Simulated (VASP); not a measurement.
# SnTe (R-3m) in VASP: further runs, part 2 of 2

VASP 6.6.1. The steps go on from the part before.

## (3) Single point, PBEsol

This run uses another cell than the first one, of the same volume but with other edges.

Contents of INCAR:

```
ALGO = Normal
EDIFF = 1E-6
ENCUT = 520
GGA = PS
ISIF = 2
ISMEAR = 0
LASPH = True
LCHARG = False
LREAL = False
LWAVE = False
NBANDS = 17
NELM = 60
PREC = Accurate
SIGMA = 0.03
```

Contents of KPOINTS:

```
k-points
0
Gamma
  10 10 10
```

Contents of POSCAR:

```
SnTe
1.0
   -0.6840582467      2.8541740639      2.8541740639
    2.8541740639     -0.6840582467      2.8541740639
    2.8541740639      2.8541740639     -0.6840582467
Sn Te
1 1
Direct
    0.0000000000      0.0000000000      0.0000000000
    0.5000000000      0.5000000000      0.5000000000
```

Potentials or basis: VASP PAW PBE potentials, release 64 (Sn_d, Te).

The run is started by

```console
$ cat potpaw_PBE.64/Sn_d/POTCAR potpaw_PBE.64/Te/POTCAR > POTCAR
$ mpirun -np 1 vasp_std > vasp.out
```

OUTCAR:

```text
EDIFF = 1E-6
   ENCUT = 520
   GGA = PS
   ISIF = 2
   ISMEAR = 0
   LASPH = True
   LREAL = False
   NELM = 60
   PREC = Accurate

 ion  position               nearest neighbor table
   1  0.000  0.000  0.000-   2 3.23   2 3.23   2 3.23   2 3.23   2 3.23   2 3.23
   2  0.500  0.500  0.500-   1 3.23   1 3.23   1 3.23   1 3.23   1 3.23   1 3.23

  LATTYP: Found a trigonal (rhomboedric) cell.
 ALAT       =     4.0939656641
 COS(alpha) =     0.2530624440

  Lattice vectors:

 A1 = (  -0.6840582467,   2.8541740639,   2.8541740639)
 A2 = (   2.8541740639,  -0.6840582467,   2.8541740639)
 A3 = (   2.8541740639,   2.8541740639,  -0.6840582467)

Analysis of symmetry for initial positions (statically):
=====================================================================
 Subroutine PRICEL returns:
 Original cell was already a primitive cell.

 Routine SETGRP: Setting up the symmetry group for a
 trigonal (rhombohedral) supercell.

 Subroutine GETGRP returns: Found 12 space group operations
 (whereof 12 operations were pure point group operations)
 out of a pool of 12 trial point group operations.

The static configuration has the point symmetry D_3d.
[... 155 lines left out ...]
  ext. energy  EPLUGINS =         0.00000000
  ---------------------------------------------------
  free energy    TOTEN  =        -8.06204401 eV

  energy without entropy =       -8.06165447  energy(sigma->0) =       -8.06184924

 E-fermi :   6.3749     XC(G=0):  -9.6985

 val. band max:        6.3706357802   @ k =  -0.4000   0.1000   0.1000
 cond. band min:       6.3979747625   @ k =   0.5000   0.0000   0.0000
 fundamental gap:      0.0273389823
 Fermi energy:         6.3749101444

 k-point     1 :       0.0000    0.0000    0.0000
  band No.  band energies     occupation
      1     -15.1984      2.00000
      2     -15.1984      2.00000
      3     -15.1844      2.00000
      4     -15.1723      2.00000
      5     -15.1723      2.00000
      6      -5.9126      2.00000
[... 457 lines left out ...]
      4     -15.1753      2.00000
      5     -15.1679      2.00000
      6      -4.6957      2.00000
[... 9 lines left out ...]
     16      15.0685      0.00000
     17      15.8679      0.00000

 [... further k-points ...]
[... 5 lines left out ...]
  --------------------------------------------------------------------------------------
  -------------------------------------------------------------------------------------
  Total       -1.1913427     -1.1913427     -1.1913427      0.5774303      0.5774303      0.5774303
  in kB      -30.3458921    -30.3458921    -30.3458921     14.7083108     14.7083108     14.7083108
  external PRESSURE =     -30.3458921 kB  Pullay stress =       0.0000000 kB

 VOLUME and BASIS-vectors are now :
 -----------------------------------------------------------------------------
  energy-cutoff  :      520.00
  volume of cell :       62.90
      direct lattice vectors                 reciprocal lattice vectors
    -0.684058247  2.854174064  2.854174064    -0.122073636  0.160553369  0.160553369
     2.854174064 -0.684058247  2.854174064     0.160553369 -0.122073636  0.160553369
     2.854174064  2.854174064 -0.684058247     0.160553369  0.160553369 -0.122073636

 POSITION                                       TOTAL-FORCE (eV/Angst)
 -----------------------------------------------------------------------------------
      0.00000      0.00000      0.00000         0.000000     -0.000000     -0.000000
      2.51214      2.51214      2.51214        -0.000000      0.000000      0.000000
 -----------------------------------------------------------------------------------
    total drift:                               -0.000000      0.000000      0.000000

  FREE ENERGIE OF THE ION-ELECTRON SYSTEM (eV)
  ---------------------------------------------------
  free  energy   TOTEN  =        -8.0620440133 eV

  energy  without entropy=       -8.0616544710  energy(sigma->0) =       -8.06184924
```

Run time: 86 s. Hardware: 1 thread of Intel Xeon Platinum 8488C (Sapphire Rapids), shared host; peak memory 0.26 GiB.

What came out:

* Free energy: -8.0620 eV
* Pressure: -3.0 GPa
* Band gap on the k mesh: zero (band 10 reaches 6.87 eV, above the bottom of band 11 at 5.24 eV)

Caveat: the PAW data sets were made with another functional, which shifts forces and pressure a little; spin-orbit coupling is left out, which moves the levels of the heavy elements.

## (4) Single point, PBEsol

This run uses another cell than the first one, of the same volume but with other edges.

Contents of INCAR:

```
SYSTEM = SnTe
ALGO = Normal
EDIFF = 1E-7
ENCUT = 520
GGA = PS
ISIF = 2
ISMEAR = 0
LASPH = .True.
LCHARG = .False.
LREAL = .False.
LWAVE = .False.
NBANDS = 17
NELM = 100
PREC = Accurate
SIGMA = 0.03
```

Contents of KPOINTS:

```
k-points
0
Gamma
  10 10 10
  0 0 0
```

Contents of POSCAR:

```
SnTe
1.0
    0.7694115246      3.5843317368      3.5843317368
    3.5843317368      0.7694115246      3.5843317368
    3.5843317368      3.5843317368      0.7694115246
Sn Te
1 1
Direct
    0.0000000000      0.0000000000      0.0000000000
    0.5000000000      0.5000000000      0.5000000000
```

The run is started by

```console
$ cat potpaw_PBE.64/Sn_d/POTCAR potpaw_PBE.64/Te/POTCAR > POTCAR
$ mpirun -np 1 vasp_std > vasp.out
```

It took 2.9 min on 1 thread of Intel Xeon Platinum 8488C (Sapphire Rapids), shared host; peak memory 0.33 GiB.

It converged, with:

```yaml
Free_energy: -7.9093 eV
Pressure: -3.2 GPa
Band_gap_on_the_k_mesh: zero (band 10 reaches 7.86 eV, above the bottom of band 11 at 5.41 eV)
```

Stress tensor (GPa, compression positive):
```
-3.20 -2.59 -2.59
-2.59 -3.20 -2.59
-2.59 -2.59 -3.20
```

Levels at points of the mesh, in eV from the Fermi level:
| k point | band 6 | band 7 | band 8 | band 9 | band 10 | band 11 | band 12 | band 13 | band 14 | band 15 |
| --- | --- | --- | --- | --- | --- | --- | --- | --- | --- | --- |
| (0.00, 0.00, 0.00) | -12.10 | -5.41 | -3.58 | 0.01 | 0.01 | 4.17 | 4.17 | 4.82 | 5.02 | 7.03 |
| (0.50, 0.00, 0.00) | -10.57 | -7.24 | -2.25 | -1.18 | -0.60 | -0.16 | 0.88 | 1.56 | 5.81 | 6.22 |
| (0.50, 0.50, 0.00) | -10.44 | -5.94 | -4.81 | -3.83 | -1.64 | 3.30 | 3.82 | 4.43 | 5.41 | 8.13 |
| (0.50, 0.50, 0.50) | -11.37 | -8.55 | 0.27 | 0.27 | 1.69 | 2.16 | 2.84 | 2.84 | 6.79 | 7.13 |

Caveat: the PAW data sets were made with another functional, which shifts forces and pressure a little; spin-orbit coupling is left out, which moves the levels of the heavy elements.

## (5) Single point, PBEsol

This run uses another cell than the first one, of the same volume but with other edges.

Contents of INCAR:

```
PREC = Accurate ; ENCUT = 520
EDIFF = 1E-7 ; ISMEAR = 0
SIGMA = 0.03 ; LREAL = F
LASPH = T ; NELM = 60
ALGO = Normal ; ISIF = 2
LWAVE = F ; LCHARG = F
GGA = PS ; NBANDS = 17
```

Contents of KPOINTS:

```
Automatic mesh
0
Gamma
  10 10 10
```

Contents of POSCAR:

```
SnTe
1.0
   -0.9979852192      2.7444593527      2.7444593527
    2.7444593527     -0.9979852192      2.7444593527
    2.7444593527      2.7444593527     -0.9979852192
Sn Te
1 1
Direct
    0.0000000000      0.0000000000      0.0000000000
    0.5000000000      0.5000000000      0.5000000000
```

The run is started by

```console
$ cat potpaw_PBE.64/Sn_d/POTCAR potpaw_PBE.64/Te/POTCAR > POTCAR
$ mpirun -np 1 vasp_std > vasp.out
```

Wall time 94 s (1 thread of Intel Xeon Platinum 8488C (Sapphire Rapids), shared host); peak memory 0.26 GiB.

The run converged. Its results:

```
Free energy            : -7.8770 eV
Pressure               : -4.4 GPa
Band gap on the k mesh : zero (band 10 reaches 6.77 eV, above the bottom of band 11 at 4.93 eV)
```

Stress tensor (GPa, compression positive):
```
-4.42  1.27  1.27
 1.27 -4.42  1.27
 1.27  1.27 -4.42
```

Levels at points of the mesh, in eV from the Fermi level:
| k point | band 8 | band 9 | band 10 | band 11 | band 12 | band 13 |
| --- | --- | --- | --- | --- | --- | --- |
| (0.00, 0.00, 0.00) | -1.98 | -1.98 | -0.69 | 3.81 | 3.81 | 3.90 |
| (0.50, 0.00, 0.00) | -0.62 | -0.51 | 0.09 | 0.63 | 1.58 | 2.66 |
| (0.50, 0.50, 0.00) | -4.63 | -4.28 | -0.34 | 3.01 | 4.12 | 4.55 |
| (0.50, 0.50, 0.50) | -2.43 | -2.43 | -2.25 | -1.29 | -0.85 | -0.85 |

Caveat: the PAW data sets were made with another functional, which shifts forces and pressure a little; spin-orbit coupling is left out, which moves the levels of the heavy elements.

## (6) The runs side by side

| cell | gap on the mesh (eV) | pressure (GPa) |
| --- | --- | --- |
| a = 6.137 Å, angles 33.6°, 2 atoms | none | -5.6 |
| a = 4.094 Å, angles 75.3°, 2 atoms | none | -3.0 |
| a = 5.127 Å, angles 45.7°, 2 atoms | none | -3.2 |
| a = 4.008 Å, angles 82.7°, 2 atoms | none | -4.4 |

Alike in all rows: task single point; level PBEsol; potentials or basis VASP PAW PBE potentials, release 64 (Sn_d, Te); no spin polarisation; k mesh 10 × 10 × 10; cutoff (eV) 520; smearing gaussian 0.03 eV.

Caveats: the PAW data sets were made with another functional, which shifts forces and pressure a little; spin-orbit coupling is left out, which moves the levels of the heavy elements.

Absolute energies hang on the potentials; compare differences alone.
